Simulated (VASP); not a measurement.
# Si3Ge in VASP: further runs, part 2 of 2

VASP 6.6.1. Earlier steps stand in the parts before.

## (3) Single point, PBE

This run uses another cell than the first one: it holds 8 atoms, not 4.

Input file INCAR:

```
SYSTEM = Si3Ge
PREC = Accurate
ENCUT = 500
EDIFF = 1E-6
ISMEAR = 0
SIGMA = 0.2
LREAL = .FALSE.
LASPH = .TRUE.
NELM = 120
ALGO = Normal
ISIF = 2
LWAVE = .FALSE.
LCHARG = .TRUE.
GGA = PE
LELF = .TRUE.
LVHAR = .TRUE.
NBANDS = 36
GGA_COMPAT = .FALSE.
```

Input file KPOINTS:

```
regular mesh
0
G
  8 4 4
  0 0 0
```

Input file POSCAR:

```
Si3Ge
1.0
    0.0000000000      0.0000000000      2.5275045515
    5.4305456016      0.0000000000      0.0000000000
    0.0000000000      9.4059808948      0.0000000000
Si Ge
6 2
Direct
    0.0000000000      0.7500000000      0.2500000000
    0.0000000000      0.2500000000      0.7500000000
    0.0000000000      0.5000000000      0.0000000000
    0.0000000000      1.0000000000      0.5000000000
    0.0000000000      0.2500000000      0.2500000000
    0.0000000000      0.7500000000      0.7500000000
    0.0000000000      0.5000000000      0.5000000000
    0.0000000000      0.0000000000      0.0000000000
```

Potentials or basis: VASP PAW PBE potentials, release 64 (Si, Ge_d).

Started as:

```
$ cat potpaw_PBE.64/Si/POTCAR potpaw_PBE.64/Ge_d/POTCAR > POTCAR
$ mpirun -np 1 vasp_std > vasp.out
```

OUTCAR:

```text
SYSTEM = Si3Ge
   PREC = Accurate
   ENCUT = 500
   EDIFF = 1E-6
   ISMEAR = 0
   LREAL = .FALSE.
   LASPH = .TRUE.
   NELM = 120
   ISIF = 2
   GGA = PE

 ion  position               nearest neighbor table
   1  0.000  0.750  0.250-   5 2.72   5 2.72   3 2.72   7 2.72   8 2.72   4 2.72
   2  0.000  0.250  0.750-   6 2.72   6 2.72   3 2.72   7 2.72   8 2.72   4 2.72
   3  0.000  0.500  0.000-   8 2.72   8 2.72   5 2.72   6 2.72   1 2.72   2 2.72
   4  0.000  0.000  0.500-   7 2.72   7 2.72   5 2.72   6 2.72   1 2.72   2 2.72
   5  0.000  0.250  0.250-   1 2.72   1 2.72   4 2.72   7 2.72   8 2.72   3 2.72
   6  0.000  0.750  0.750-   2 2.72   2 2.72   4 2.72   7 2.72   8 2.72   3 2.72
   7  0.000  0.500  0.500-   4 2.72   4 2.72   1 2.72   5 2.72   6 2.72   2 2.72
   8  0.000  0.000  0.000-   3 2.72   3 2.72   1 2.72   5 2.72   6 2.72   2 2.72

  LATTYP: Found a simple orthorhombic cell.
 ALAT       =     2.5275045515
 B/A-ratio  =     2.1485799495
 C/A-ratio  =     3.7214496366

  Lattice vectors:

 A1 = (   0.0000000000,   0.0000000000,   2.5275045515)
 A2 = (   5.4305456016,   0.0000000000,   0.0000000000)
 A3 = (   0.0000000000,   9.4059808948,   0.0000000000)

[... 200 lines left out ...]
 E-fermi :   8.5452     XC(G=0): -11.0270

 val. band max:        8.5370742924   @ k =   0.5000   0.2500   0.0000
 cond. band min:       8.5473317540   @ k =   0.3750   0.2500   0.0000
 fundamental gap:      0.0102574616
 Fermi energy:         8.5451610722

 k-point     1 :       0.0000    0.0000    0.0000
  band No.  band energies     occupation
      1     -16.4048      2.00000
      2     -16.4046      2.00000
      3     -16.2212      2.00000
      4     -16.2211      2.00000
      5     -16.2211      2.00000
      6     -16.2203      2.00000
[... 925 lines left out ...]
     35      12.8763      0.00000
     36      13.3595      0.00000

 [... further k-points ...]
[... 5 lines left out ...]
  --------------------------------------------------------------------------------------
  -------------------------------------------------------------------------------------
  Total        0.9742190     -0.4655669     -1.7148844      0.0000000      0.0000000     -0.0000000
  in kB       12.0900380     -5.7776765    -21.2816805      0.0000000      0.0000000     -0.0000000
  external PRESSURE =      -4.9897730 kB  Pullay stress =       0.0000000 kB

 VOLUME and BASIS-vectors are now :
 -----------------------------------------------------------------------------
  energy-cutoff  :      500.00
  volume of cell :      129.10
      direct lattice vectors                 reciprocal lattice vectors
     0.000000000  0.000000000  2.527504551     0.000000000  0.000000000  0.395647161
     5.430545602  0.000000000  0.000000000     0.184143560  0.000000000  0.000000000
     0.000000000  9.405980895  0.000000000     0.000000000  0.106315334  0.000000000

 POSITION                                       TOTAL-FORCE (eV/Angst)
 -----------------------------------------------------------------------------------
      4.07291      2.35150      0.00000        -0.000000      0.000000     -0.000000
      1.35764      7.05449      0.00000        -0.000000     -0.000000     -0.000000
      2.71527      0.00000      0.00000        -0.000000      0.000000     -0.000000
      0.00000      4.70299      0.00000        -0.000000      0.000000     -0.000000
      1.35764      2.35150      0.00000        -0.000000      0.000000      0.000000
      4.07291      7.05449      0.00000        -0.000000      0.000000      0.000000
      2.71527      4.70299      0.00000         0.000000     -0.000000      0.000000
      0.00000      0.00000      0.00000         0.000000      0.000000      0.000000
 -----------------------------------------------------------------------------------
    total drift:                               -0.000000      0.000000     -0.000000

  FREE ENERGIE OF THE ION-ELECTRON SYSTEM (eV)
  ---------------------------------------------------
  free  energy   TOTEN  =       -38.7258522486 eV

  energy  without entropy=      -38.6448092875  energy(sigma->0) =      -38.68533077
```

OSZICAR:

```text
N       E                     dE             d eps       ncg     rms          rms(c)
DAV:   1     0.396726520902E+03    0.39673E+03   -0.22383E+04  4100   0.255E+03
DAV:   2     0.303751650789E+02   -0.36635E+03   -0.34875E+03  3296   0.720E+02
DAV:   3    -0.356464142644E+02   -0.66022E+02   -0.64093E+02  3848   0.151E+02
DAV:   4    -0.387521656201E+02   -0.31058E+01   -0.30766E+01  4108   0.357E+01
DAV:   5    -0.388272469411E+02   -0.75081E-01   -0.74915E-01  3976   0.628E+00    0.680E+00
DAV:   6    -0.387488339812E+02    0.78413E-01   -0.16721E-01  4624   0.354E+00    0.387E+00
DAV:   7    -0.387264155412E+02    0.22418E-01   -0.85402E-02  4236   0.163E+00    0.388E-01
DAV:   8    -0.387257432448E+02    0.67230E-03   -0.62764E-03  4396   0.715E-01    0.244E-01
DAV:   9    -0.387258511015E+02   -0.10786E-03   -0.90234E-04  3828   0.198E-01    0.809E-02
DAV:  10    -0.387258573813E+02   -0.62799E-05   -0.50011E-05  4172   0.475E-02    0.294E-02
DAV:  11    -0.387258547031E+02    0.26782E-05   -0.73843E-06  3920   0.210E-02    0.843E-03
DAV:  12    -0.387258525101E+02    0.21930E-05   -0.20032E-06  2376   0.123E-02    0.429E-03
DAV:  13    -0.387258522486E+02    0.26142E-06   -0.38500E-07  2084   0.425E-03
   1 F= -.38725852E+02 E0= -.38685331E+02  d E =-.810430E-01
```

stdout:

```text
POSCAR found type information on POSCAR SiGe
 POSCAR found :  2 types and       8 ions
 scaLAPACK will be used
 LDA part: xc-table for (Slater+PW92), standard interpolation
 POSCAR, INCAR and KPOINTS ok, starting setup
 FFT: planning ... GRIDC
 FFT: planning ... GRID_SOFT
 FFT: planning ... GRID
 WAVECAR not read
 entering main loop
```

It took 3.8 min on 1 thread of Intel Xeon Platinum 8175M at 2.50GHz (Skylake/Cascade Lake), shared host; peak memory 0.3 GiB.

Results:

* Free energy: -38.7259 eV
* Pressure: -0.5 GPa
* Band gap on the k mesh: zero (bands 26 and 27 overlap by 3.76 eV)

Stress tensor (GPa, compression positive):
```
 1.21  0.00  0.00
 0.00 -0.58  0.00
 0.00  0.00 -2.13
```

Levels at points of the mesh, in eV from the Fermi level:
| k point | band 22 | band 23 | band 24 | band 25 | band 26 | band 27 | band 28 | band 29 | band 30 | band 31 |
| --- | --- | --- | --- | --- | --- | --- | --- | --- | --- | --- |
| (0.00, 0.00, 0.00) | -2.81 | -2.74 | -1.65 | -1.45 | 0.73 | 0.82 | 4.40 | 4.61 | 4.61 | 6.01 |
| (0.50, 0.00, 0.00) | -2.68 | -2.60 | -2.50 | -2.21 | -2.15 | -2.15 | -2.15 | -2.14 | 1.77 | 1.90 |
| (0.00, 0.50, 0.00) | -2.41 | -1.18 | -1.18 | -1.14 | -1.14 | 2.12 | 2.12 | 2.21 | 2.21 | 2.77 |
| (0.50, 0.50, 0.00) | -4.11 | -1.53 | -1.53 | -1.44 | -1.44 | -1.29 | -1.29 | 1.70 | 1.70 | 3.20 |
| (0.00, 0.00, 0.50) | -4.89 | -3.42 | -3.42 | 1.31 | 1.31 | 1.39 | 1.39 | 4.91 | 4.91 | 5.29 |
| (0.50, 0.00, 0.50) | -3.50 | -2.41 | -2.41 | -2.34 | -2.34 | -0.79 | -0.79 | -0.44 | -0.44 | 0.97 |
| (0.00, 0.50, 0.50) | -2.74 | -1.66 | -1.66 | -1.45 | -1.45 | 0.73 | 0.73 | 0.82 | 0.82 | 6.02 |
| (0.50, 0.50, 0.50) | -4.10 | -2.61 | -2.61 | -2.49 | -2.49 | 1.89 | 1.89 | 1.97 | 1.97 | 2.11 |

## (4) Single point, PBE

This run uses another cell than the first one, of 16.14 Å³/atom.

Input file INCAR:

```
ALGO = Normal ; EDIFF = 1E-6
ENCUT = 500 ; GGA = PE
GGA_COMPAT = F ; ISIF = 2
ISMEAR = 0 ; LASPH = T
LCHARG = F ; LREAL = F
LWAVE = F ; NBANDS = 21
NELM = 120 ; PREC = Accurate
SIGMA = 0.1
```

Input file KPOINTS:

```
k-points
0
Gamma
  12 12 18
```

Input file POSCAR:

```
Si3Ge
1.0
    5.4305456016      0.0000000000      0.0000000000
   -2.7152728008      4.7029904474      0.0000000000
    0.0000000000      0.0000000000      2.5275045515
Si Ge
3 1
Direct
    0.0000000000      0.5000000000      0.0000000000
    0.5000000000      0.0000000000      0.0000000000
    0.5000000000      0.5000000000      0.0000000000
    0.0000000000      0.0000000000      0.0000000000
```

Started as:

```
$ cat potpaw_PBE.64/Si/POTCAR potpaw_PBE.64/Ge_d/POTCAR > POTCAR
$ mpirun -np 1 vasp_std > vasp.out
```

Wall time 3 min (1 thread of Intel Xeon Platinum 8175M at 2.50GHz (Skylake/Cascade Lake), shared host); peak memory 0.33 GiB.

Results (log left out):

* Free energy: -19.4157 eV
* Pressure: 0.0 GPa
* Band gap on the k mesh: zero (bands 13 and 14 overlap by 6.64 eV)

Levels at points of the mesh, in eV from the Fermi level:
| k point | band 10 | band 11 | band 12 | band 13 | band 14 | band 15 | band 16 | band 17 |
| --- | --- | --- | --- | --- | --- | --- | --- | --- |
| (0.00, 0.00, 0.00) | -6.41 | -6.41 | -6.32 | 4.40 | 4.62 | 4.62 | 6.53 | 6.75 |
| (0.50, 0.00, 0.00) | -2.80 | -2.73 | -1.65 | -1.44 | 0.74 | 0.82 | 6.01 | 6.05 |
| (0.00, 0.00, 0.50) | -2.74 | -2.69 | -2.17 | -2.15 | -2.15 | -2.15 | -2.15 | 1.76 |
| (0.50, 0.00, 0.50) | -4.27 | -4.09 | -2.58 | -2.49 | 1.90 | 1.98 | 2.11 | 2.37 |

## (5) Single point, PBE

This run uses another cell than the first one: it holds 8 atoms, not 4.

Input file INCAR:

```
SYSTEM = Si3Ge
PREC = Accurate
ENCUT = 500
EDIFF = 1E-6
ISMEAR = 0
SIGMA = 0.2
LREAL = .False.
LASPH = .True.
NELM = 120
ALGO = Normal
ISIF = 2
LWAVE = .False.
LCHARG = .False.
GGA = PE
NBANDS = 36
GGA_COMPAT = .False.
```

Input file KPOINTS:

```
Automatic mesh
0
Gamma
  8 4 4
  0 0 0
```

Input file POSCAR:

```
Si3Ge
1.0
   -0.0004660788      0.0001409703      2.5134342174
    5.4789426652     -0.0515468265     -0.0005304080
   -0.0933049179      9.3701914842      0.0004949424
Si Ge
6 2
Direct
    0.0000186669      0.7608063662      0.2520204543
    0.0000492739      0.2606785961      0.7520971891
   -0.0000129623      0.4952485032      0.0049284226
   -0.0000204762      0.9953054971      0.5047816021
    0.0000363957      0.2504708654      0.2464807509
   -0.0000030872      0.7511240278      0.7463286083
   -0.0000578736      0.4932707698      0.4966762208
   -0.0000099370     -0.0069046256     -0.0033132482
```

Started as:

```
$ cat potpaw_PBE.64/Si/POTCAR potpaw_PBE.64/Ge_d/POTCAR > POTCAR
$ mpirun -np 1 vasp_std > vasp.out
```

Run time: 4 min. Hardware: 1 thread of Intel Xeon Platinum 8175M at 2.50GHz (Skylake/Cascade Lake), shared host; peak memory 0.37 GiB.

It converged, with:

```
Free energy            : -38.7354 eV
Pressure               : 0.0 GPa
Largest force          : 0.015 eV/Å
Band gap on the k mesh : zero (bands 26 and 27 overlap by 3.54 eV)
```

Forces in eV/Å, atoms in the order of the input:
```
Si  -0.014  0.003  0.000
Si  -0.010  0.000  0.000
Si   0.010 -0.004  0.000
Si   0.013 -0.001  0.000
Si   0.007 -0.005  0.000
Si   0.003 -0.003  0.000
Ge  -0.005  0.005  0.000
Ge  -0.003  0.004  0.000
```

Stress tensor (GPa, compression positive):
```
-0.10  0.14  0.01
 0.14  0.12  0.00
 0.01  0.00 -0.09
```

Levels at points of the mesh, in eV from the Fermi level:
```csv
k point,band 22,band 23,band 24,band 25,band 26,band 27,band 28,band 29,band 30,band 31
"(0.00, 0.00, 0.00)",-2.88,-2.76,-1.81,-1.37,0.79,0.89,4.15,4.28,4.87,5.62
"(0.50, 0.00, 0.00)",-2.66,-2.62,-2.52,-2.40,-2.20,-2.19,-2.14,-1.95,1.64,1.75
"(0.00, 0.50, 0.00)",-2.58,-1.47,-1.46,-1.22,-1.22,2.12,2.12,2.35,2.36,2.62
"(0.50, 0.50, 0.00)",-4.11,-1.51,-1.50,-1.47,-1.47,-1.11,-1.10,1.57,1.57,2.97
"(0.00, 0.00, 0.50)",-4.82,-3.37,-3.37,1.04,1.04,1.62,1.62,4.58,4.58,5.35
"(0.50, 0.00, 0.50)",-3.49,-2.62,-2.62,-2.36,-2.35,-0.85,-0.85,-0.34,-0.33,1.12
"(0.00, 0.50, 0.50)",-2.79,-1.82,-1.70,-1.47,-1.30,0.37,0.47,0.78,0.85,5.68
"(0.50, 0.50, 0.50)",-3.89,-2.72,-2.67,-2.58,-2.35,1.74,1.81,1.85,1.91,2.26
```

## (6) Relaxation of cell and atoms, PBE

Input file INCAR:

```
SYSTEM = Si3Ge
PREC = Accurate
ENCUT = 500
EDIFF = 1E-7
ISMEAR = 0
SIGMA = 0.1
LREAL = .False.
LASPH = .True.
NELM = 120
ALGO = Normal
ISIF = 3
LWAVE = .False.
LCHARG = .False.
GGA = PE
IBRION = 2
NSW = 100
EDIFFG = -0.01
GGA_COMPAT = .False.
NELMIN = 4
```

Input file KPOINTS:

```
Automatic mesh
0
Gamma
  12 12 18
  0 0 0
```

Input file POSCAR:

```
Si3Ge
1.0
    5.4236180400      0.0000000000      0.0000000000
   -2.7118090200      4.6969910100      0.0000000000
    0.0000000000      0.0000000000      2.5465463200
Si Ge
3 1
Direct
    0.0000000000      0.5000000000      0.0000000000
    0.5000000000      0.0000000000      0.0000000000
    0.5000000000      0.5000000000      0.0000000000
    0.0000000000      0.0000000000      0.0000000000
```

Potentials or basis: VASP PAW PBE potentials, release 64 (Si, Ge_d).

Started as:

```
$ cat potpaw_PBE.64/Si/POTCAR potpaw_PBE.64/Ge_d/POTCAR > POTCAR
$ mpirun -np 1 vasp_std > vasp.out
```

OUTCAR:

```text
SYSTEM = Si3Ge
   PREC = Accurate
   ENCUT = 500
   EDIFF = 1E-7
   ISMEAR = 0
   LREAL = .False.
   LASPH = .True.
   NELM = 120
   ISIF = 3
   GGA = PE
   IBRION = 2
   NSW = 100
   EDIFFG = -0.01
   NELMIN = 4

 ion  position               nearest neighbor table
   1  0.000  0.500  0.000-   3 2.71   3 2.71   4 2.71   4 2.71   2 2.71   2 2.71
   2  0.500  0.000  0.000-   4 2.71   4 2.71   1 2.71   3 2.71   3 2.71   1 2.71
   3  0.500  0.500  0.000-   1 2.71   1 2.71   4 2.71   2 2.71   2 2.71   4 2.71
   4  0.000  0.000  0.000-   2 2.71   2 2.71   3 2.71   1 2.71   1 2.71   3 2.71

  LATTYP: Found a hexagonal cell.
 ALAT       =     5.4236180400
 C/A-ratio  =     0.4695290674

  Lattice vectors:

 A1 = (   5.4236180400,   0.0000000000,   0.0000000000)
 A2 = (  -2.7118090200,   4.6969910100,   0.0000000000)
 A3 = (   0.0000000000,   0.0000000000,   2.5465463200)

Analysis of symmetry for initial positions (statically):
=====================================================================
 Subroutine PRICEL returns:
 Original cell was already a primitive cell.

[... 176 lines left out ...]

------------------------ aborting loop because EDIFF is reached ----------------------------------------

  FORCE on cell =-STRESS in cart. coord.  units (eV):
  Direction    XX          YY          ZZ          XY          YZ          ZX
  --------------------------------------------------------------------------------------
  -------------------------------------------------------------------------------------
  Total        0.0340649      0.0340649     -0.7645100      0.0000000      0.0000000      0.0000000
  in kB        0.8413123      0.8413123    -18.8813628      0.0000000      0.0000000      0.0000000
  external PRESSURE =      -5.7329127 kB  Pullay stress =       0.0000000 kB
[... 101 lines left out ...]
--------------------------------------- Ionic step        4  -------------------------------------------

 number of electron      25.9999987 magnetization

 Free energy of the ion-electron system (eV)
  ---------------------------------------------------
  ext. energy  EPLUGINS =         0.00000000
  ---------------------------------------------------
  free energy    TOTEN  =       -19.41585980 eV

  energy without entropy =      -19.40897241  energy(sigma->0) =      -19.41241611

 E-fermi :   8.5426     XC(G=0): -11.0268

 val. band max:        8.5410418193   @ k =   0.4167  -0.0000   0.2222
 cond. band min:       8.5537870936   @ k =   0.2500   0.0000   0.3889
 fundamental gap:      0.0127452743
 Fermi energy:         8.5425809469

 k-point     1 :       0.0000    0.0000    0.0000
  band No.  band energies     occupation
      1     -16.3321      2.00000
      2     -16.1657      2.00000
      3     -16.1657      2.00000
      4     -16.0533      2.00000
      5     -16.0533      2.00000
      6      -5.1827      2.00000
[... 457 lines left out ...]
      4     -16.0577      2.00000
      5     -16.0577      2.00000
      6      -4.4001      2.00000
[... 9 lines left out ...]
     16      13.8173      0.00000
     17      15.1528      0.00000

 [... further k-points ...]
[... 5 lines left out ...]
  --------------------------------------------------------------------------------------
  -------------------------------------------------------------------------------------
  Total       -0.0124480     -0.0124480      0.0061706      0.0000000     -0.0000000      0.0000000
  in kB       -0.3090704     -0.3090704      0.1532104      0.0000000     -0.0000000      0.0000000
  external PRESSURE =      -0.1549768 kB  Pullay stress =       0.0000000 kB
[... 19 lines left out ...]
  FREE ENERGIE OF THE ION-ELECTRON SYSTEM (eV)
  ---------------------------------------------------
  free  energy   TOTEN  =       -19.4158597992 eV

  energy  without entropy=      -19.4089724125  energy(sigma->0) =      -19.41241611

 reached required accuracy - stopping structural energy minimisation
```

OSZICAR:

```text
N       E                     dE             d eps       ncg     rms          rms(c)
DAV:   1     0.130066437451E+03    0.13007E+03   -0.12335E+04  7059   0.264E+03
DAV:   2    -0.368222730049E+01   -0.13375E+03   -0.13079E+03  6990   0.487E+02
DAV:   3    -0.190157876924E+02   -0.15334E+02   -0.14779E+02  8414   0.107E+02
[... 33 lines left out ...]
DAV:   3    -0.194158696488E+02    0.11753E-03   -0.21215E-04  8690   0.212E-01    0.157E-02
DAV:   4    -0.194158616494E+02    0.79994E-05   -0.13605E-05  8462   0.453E-02    0.792E-03
DAV:   5    -0.194158601492E+02    0.15003E-05   -0.16273E-06  7973   0.142E-02    0.275E-03
DAV:   6    -0.194158598143E+02    0.33490E-06   -0.35024E-07  5255   0.104E-02    0.754E-04
DAV:   7    -0.194158597992E+02    0.15072E-07   -0.47712E-08  3548   0.348E-03
   4 F= -.19415860E+02 E0= -.19412416E+02  d E =-.389163E-04
```

Run time: 5.8 min. Hardware: 1 thread of Intel Xeon Platinum 8175M at 2.50GHz (Skylake/Cascade Lake), shared host; peak memory 0.32 GiB.

Results:

| Item | Value |
| --- | --- |
| Free energy | -19.4159 eV |
| Relaxed volume | 16.13 Å³/atom |
| Relaxed cell | a = 5.430 Å, b = 5.430 Å, c = 2.527 Å, α = 90.00°, β = 90.00°, γ = 120.00° |
| Space group after relaxing (to 0.1 Å) | P6/mmm (No. 191) |
| Energy gained by relaxing | 0.7 meV/atom |
| Ionic steps | 4 |
| Pressure after relaxing | 0.0 GPa |
| Band gap on the k mesh | zero (bands 13 and 14 overlap by 6.64 eV) |

The path:
| step | energy change (eV) | largest force (eV/Å) | pressure (GPa) | volume (Å³) |
| --- | --- | --- | --- | --- |
| 1 | 0.0000 | 0.0000 | -0.57 | 64.87 |
| 2 | -0.0027 | 0.0000 | 0.25 | 64.33 |
| 3 | -0.0029 | 0.0000 | 0.12 | 64.43 |
| 4 | -0.0029 | 0.0000 | -0.02 | 64.53 |

Final structure:
```
Si Ge
1.0
     5.42975    0.00000    0.00000
    -2.71488    4.70230    0.00000
     0.00000    0.00000    2.52733
Si Ge
3 1
Cartesian
  4.0723 2.3512 2.5273
  0.0000 4.7023 2.5273
  1.3574 2.3512 2.5273
  0.0000 0.0000 0.0000
```

## (7) The runs side by side

| task | cell | k mesh | smearing | gap on the mesh (eV) | pressure (GPa) |
| --- | --- | --- | --- | --- | --- |
| single point | a = 5.424, b = 5.424, c = 2.547 Å, angles 90.0, 90.0, 120.0°, 4 atoms, atomic positions A | 6 × 6 × 6 | gaussian 0.1 eV | none | -0.5 |
| single point | a = 2.528, b = 5.431, c = 9.406 Å, 8 atoms, atomic positions B | 8 × 4 × 4 | gaussian 0.2 eV | none | -0.5 |
| single point | a = 5.431, b = 5.431, c = 2.528 Å, angles 90.0, 90.0, 120.0°, 4 atoms, atomic positions A | 12 × 12 × 18 | gaussian 0.1 eV | none | 0.0 |
| single point | a = 2.513, b = 5.479, c = 9.371 Å, angles 91.1, 90.0, 90.0°, 8 atoms, atomic positions C | 8 × 4 × 4 | gaussian 0.2 eV | none | 0.0 |
| relaxation of cell and atoms | relaxed from a = 5.424, b = 5.424, c = 2.547 Å, angles 90.0, 90.0, 120.0°, 4 atoms, atomic positions A | 12 × 12 × 18 | gaussian 0.1 eV | none | 0.0 |

Alike in all rows: level PBE; potentials or basis VASP PAW PBE potentials, release 64 (Si, Ge_d); no spin polarisation; cutoff (eV) 500.

Caveats: some runs use coarse meshes.

Total energies depend on the potentials used, so only differences within one code and one set of settings carry meaning.

The gap in the log of VASP goes by the Fermi energy; the results here count the filled bands.